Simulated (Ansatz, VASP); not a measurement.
**B3Sb2P in VASP and in Ansatz**

INCAR

```
PREC     = Accurate       # precision mode
ENCUT    = 600            # plane-wave cutoff, eV
EDIFF    = 1E-6           # SCF threshold, eV
ISMEAR   = 0              # smearing method
SIGMA    = 0.1            # smearing width, eV
LREAL    = False          # projectors in reciprocal space
LASPH    = True           # aspherical terms in the spheres
NELM     = 60             # most SCF steps
ALGO     = Normal         # electronic algorithm
ISIF     = 3              # what is computed and relaxed
LWAVE    = False          # write WAVECAR
LCHARG   = False          # write CHGCAR
GGA      = PE             # functional
IBRION   = 2              # ionic algorithm
NSW      = 90             # ionic steps
EDIFFG   = -0.04          # ionic threshold
```

KPOINTS

```
Automatic mesh
0
Gamma
  6 6 2
```

Contents of POSCAR:

```
B3Sb2P
1.0
    4.0659190300      0.0000000000      0.0000000000
   -2.0329595100      3.5211891700      0.0000000000
    0.0000000000      0.0000000000      7.9867272000
B Sb P
3 2 1
Direct
    0.6666666700      0.3333333300      0.5000000000
    0.0000000000      0.0000000000      0.0000000000
    0.0000000000      0.0000000000      0.5000000000
    0.3333333300      0.6666666700      0.2478150000
    0.3333333300      0.6666666700      0.7521850000
    0.6666666700      0.3333333300      0.0000000000
```

Input for Ansatz:

```yaml
crystal:
  lattice:
    - [4.06591903, 0.0, 0.0]
    - [-2.03295951, 3.52118917, 0.0]
    - [0.0, 0.0, 7.9867272]
  atoms:
    - { symbol: B, position: [0.66666667, 0.33333333, 0.5] }
    - { symbol: B, position: [0.0, 0.0, 0.0] }
    - { symbol: B, position: [0.0, 0.0, 0.5] }
    - { symbol: Sb, position: [0.33333333, 0.66666667, 0.247815] }
    - { symbol: Sb, position: [0.33333333, 0.66666667, 0.752185] }
    - { symbol: P, position: [0.66666667, 0.33333333, 0.0] }
basis:
  ecutwfc: 420
kpoints:
  mp_grid: { grid: [6, 6, 2] }
hamiltonian:
  xc: pbe
scf:
  occupations: { method: gaussian, width: 0.1 }
  lower_state_search: "off"
output:
  forces: true
  stress: true
  eigenvalues: true
relax:
  adjacent_minimum: "off"
  f_tol: 0.04
  max_steps: 70
  cell: { stress_tol: 0.4 }
```

Change from the starting cell: species swapped into the Gd2CoNi3 type (P-6m2, No. 187).

Alike in both runs: task relaxation of cell and atoms; functional PBE; k mesh 6 × 6 × 2; occupations gaussian, width 0.1 eV; no spin polarisation.

```csv
,VASP,Ansatz
version,VASP 6.6.1,Ansatz 0.2.0
potentials or method,"VASP PAW PBE potentials, release 64 (B, Sb, P), cutoff 600 eV","scalar-relativistic, plane waves, PAW"
valence electrons in the cell,24,44
```

Ansatz gave:

```
gap on the k mesh at the Fermi level, each at its own relaxed structure (eV) : none
relaxed volume (Å³/atom)                                                     : 16.72
relaxed cell length with the largest relative difference (Å)                 : 11.394
```

Question: What did VASP give for the same quantities?

Answer: gap on the k mesh at the Fermi level, each at its own relaxed structure (eV): none; relaxed volume (Å³/atom): 16.56; relaxed cell length with the largest relative difference (Å): 11.303.

A gap of «none» marks a metal or a gap that the smearing closes. VASP's potentials hold 24 valence electrons a cell and Ansatz's 44, so a difference there can come from the potentials and not from the codes.

The k mesh is coarse, so the values compare programs but aren't converged. Spin-orbit coupling is off throughout.
